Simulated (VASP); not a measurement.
# Ag (Fd-3m) in VASP: a series of runs, part 2 of 2

VASP 6.6.1. The steps go on from the part before.

**5. Single point, PBE (28.79 Å³/atom)**

This run uses another cell than the first one, of 28.79 Å³/atom.

File INCAR:

```
PREC = Accurate
ENCUT = 520
EDIFF = 1E-6
ISMEAR = -1
SIGMA = 0.1
LREAL = F
LASPH = T
NELM = 80
ALGO = Normal
ISIF = 2
LWAVE = F
LCHARG = F
GGA = PE
NBANDS = 18
```

File KPOINTS:

```
Automatic mesh
0
Gamma
  14 14 14
```

File POSCAR:

```
Ag
1.0
    0.0000000000      3.0649337455      3.0649337455
    3.0649337455      0.0000000000      3.0649337455
    3.0649337455      3.0649337455      0.0000000000
Ag
2
Direct
    0.1250000000      0.1250000000      0.1250000000
    0.8750000000      0.8750000000      0.8750000000
```

Potentials or basis: VASP PAW PBE potentials, release 64 (Ag).

On the command line:

```sh
$ cat potpaw_PBE.64/Ag/POTCAR > POTCAR
$ mpirun -np 1 vasp_std > vasp.out
```

OUTCAR:

```text
PREC = Accurate
   ENCUT = 520
   EDIFF = 1E-6
   ISMEAR = -1
   LREAL = F
   LASPH = T
   NELM = 80
   ISIF = 2
   GGA = PE

 ion  position               nearest neighbor table
   1  0.125  0.125  0.125-   2 2.65   2 2.65   2 2.65   2 2.65
   2  0.875  0.875  0.875-   1 2.65   1 2.65   1 2.65   1 2.65

  LATTYP: Found a face centered cubic cell.
 ALAT       =     6.1298674910

  Lattice vectors:

 A1 = (   0.0000000000,   3.0649337455,   3.0649337455)
 A2 = (   3.0649337455,   0.0000000000,   3.0649337455)
 A3 = (   3.0649337455,   3.0649337455,   0.0000000000)

Analysis of symmetry for initial positions (statically):
=====================================================================
 Subroutine PRICEL returns:
 Original cell was already a primitive cell.

 Routine SETGRP: Setting up the symmetry group for a
 face centered cubic supercell.

 Subroutine GETGRP returns: Found 48 space group operations
 (whereof 12 operations were pure point group operations)
 out of a pool of 48 trial point group operations.
[... 160 lines left out ...]
  free energy    TOTEN  =        -3.87436215 eV

  energy without entropy =       -3.85393322  energy(sigma->0) =       -3.86414769

 E-fermi :   2.9553     XC(G=0):  -9.0440

 val. band max:        2.9302522785   @ k =  -0.2857   0.4286   0.1429
 cond. band min:       2.9644755732   @ k =  -0.4286   0.0714   0.0000
 fundamental gap:      0.0342232947
 Fermi energy:         2.9552561742

 k-point     1 :       0.0000    0.0000    0.0000
  band No.  band energies     occupation
      1      -1.8613      2.00000
      2      -1.6304      2.00000
      3      -1.6304      2.00000
      4      -1.6253      2.00000
      5      -1.6253      2.00000
      6      -1.6253      2.00000
[... 481 lines left out ...]
      5      -1.2066      2.00000
      6      -1.1929      2.00000
[... 10 lines left out ...]
     17      14.5068      0.00000
     18      15.1332      0.00000

 [... further k-points ...]

------------------------ aborting loop because EDIFF is reached ----------------------------------------

  FORCE on cell =-STRESS in cart. coord.  units (eV):
  Direction    XX          YY          ZZ          XY          YZ          ZX
  --------------------------------------------------------------------------------------
  -------------------------------------------------------------------------------------
  Total        0.5021498      0.5021498      0.5021498      0.0000000     -0.0000000     -0.0000000
  in kB       13.9717435     13.9717435     13.9717435      0.0000000     -0.0000000     -0.0000000
  external PRESSURE =      13.9717435 kB  Pullay stress =       0.0000000 kB

 VOLUME and BASIS-vectors are now :
 -----------------------------------------------------------------------------
  energy-cutoff  :      520.00
  volume of cell :       57.58
      direct lattice vectors                 reciprocal lattice vectors
     0.000000000  3.064933745  3.064933745    -0.163135663  0.163135663  0.163135663
     3.064933745  0.000000000  3.064933745     0.163135663 -0.163135663  0.163135663
     3.064933745  3.064933745  0.000000000     0.163135663  0.163135663 -0.163135663

 POSITION                                       TOTAL-FORCE (eV/Angst)
 -----------------------------------------------------------------------------------
      0.76623      0.76623      0.76623        -0.000000      0.000000     -0.000000
      5.36363      5.36363      5.36363         0.000000     -0.000000      0.000000
 -----------------------------------------------------------------------------------
    total drift:                                0.000000      0.000000     -0.000000

  FREE ENERGIE OF THE ION-ELECTRON SYSTEM (eV)
  ---------------------------------------------------
  free  energy   TOTEN  =        -3.8743621481 eV

  energy  without entropy=       -3.8539332249  energy(sigma->0) =       -3.86414769
```

OSZICAR:

```text
N       E                     dE             d eps       ncg     rms          rms(c)
DAV:   1     0.114211860240E+03    0.11421E+03   -0.10922E+04  3744   0.112E+03
DAV:   2    -0.221810162124E+01   -0.11643E+03   -0.10991E+03  3890   0.235E+02
DAV:   3    -0.408002533618E+01   -0.18619E+01   -0.18564E+01  4332   0.338E+01
DAV:   4    -0.408821100001E+01   -0.81857E-02   -0.81848E-02  4128   0.219E+00
DAV:   5    -0.408832858569E+01   -0.11759E-03   -0.11758E-03  4258   0.277E-01    0.455E+00
DAV:   6    -0.388169070241E+01    0.20664E+00   -0.72169E-01  4138   0.780E+00    0.333E+00
DAV:   7    -0.387664918352E+01    0.50415E-02   -0.63474E-03  3962   0.621E-01    0.188E+00
DAV:   8    -0.387433290886E+01    0.23163E-02   -0.91636E-04  4028   0.233E-01    0.231E-02
DAV:   9    -0.387435564218E+01   -0.22733E-04   -0.19925E-05  4346   0.320E-02    0.106E-02
DAV:  10    -0.387436216878E+01   -0.65266E-05   -0.48189E-06  4180   0.165E-02    0.734E-04
DAV:  11    -0.387436214806E+01    0.20722E-07   -0.34912E-08  2106   0.135E-03
   1 F= -.38743621E+01 E0= -.38641477E+01  d E =-.204289E-01
```

Wall time 37 s (1 thread of AMD EPYC 9R45 (Zen 5), shared host); peak memory 0.2 GiB.

What came out:

* Free energy: -3.8744 eV
* Pressure: 1.4 GPa
* Band gap on the k mesh: zero (bands 11 and 12 overlap by 1.09 eV)

Levels at points of the mesh, in eV from the Fermi level:
```csv
k point,band 9,band 10,band 11,band 12,band 13,band 14
"(0.00, 0.00, 0.00)",-3.25,-2.65,-2.65,8.74,8.74,8.74
"(0.50, 0.00, 0.00)",-2.70,-2.70,-0.88,-0.63,6.29,6.29
"(0.50, 0.50, 0.00)",-2.59,-2.59,0.14,0.14,3.53,3.53
```

**6. Summary**

```tsv
cell	k mesh	gap on the mesh (eV)	pressure (GPa)
a = 4.394 Å, angles 60.0°, 2 atoms	10 × 10 × 10	none	0.0
a = 4.211 Å, angles 60.0°, 2 atoms	14 × 14 × 14	none	5.5
a = 4.273 Å, angles 60.0°, 2 atoms	14 × 14 × 14	none	3.2
a = 4.334 Å, angles 60.0°, 2 atoms	14 × 14 × 14	none	1.4
```

Alike in all rows: task single point; level PBE; potentials or basis VASP PAW PBE potentials, release 64 (Ag); no spin polarisation; cutoff (eV) 520; smearing fermi-dirac 0.1 eV.

Caveats: the cell stands under pressure (at least some runs).

Total energies depend on the potentials used, so only differences within one code and one set of settings carry meaning.
